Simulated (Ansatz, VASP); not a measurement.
# BAs: VASP beside Ansatz

```xyz
2
Lattice="2.1275 0.0000 0.0000 0.0000 3.1741 0.0000 0.0000 0.0000 4.9510" Properties=species:S:1:pos:R:3 pbc="T T T"
B     0.0000    1.5870    0.0000
As    1.0638    1.5870    2.4755
```

Alike in both runs: task single point; functional PBE; k mesh 12 × 8 × 6; occupations gaussian, width 0.014 eV; no spin polarisation.

|  | VASP | Ansatz |
| --- | --- | --- |
| version | VASP 6.6.1 | Ansatz 0.2.0 |
| potentials or method | VASP PAW PBE potentials, release 64 (B, As) | Ansatz PAW |
| plane-wave cutoff (eV) | 520 | 420 |
| valence electrons in the cell | 8 | 18 |

VASP gave:

```
gap on the k mesh at the Fermi level (eV)                     : none
pressure (GPa)                                                : 6.0
traceless stress, the component that is largest in VASP (GPa) : 24.43
```

Q: Which values does Ansatz return?

A: gap on the k mesh at the Fermi level (eV): none; pressure (GPa): 5.5; traceless stress, the component that is largest in VASP (GPa): 23.64.

A gap of «none» marks a metal or a gap that the smearing closes. VASP's potentials hold 8 valence electrons a cell and Ansatz's 18, so a difference there can come from the potentials and not from the codes.
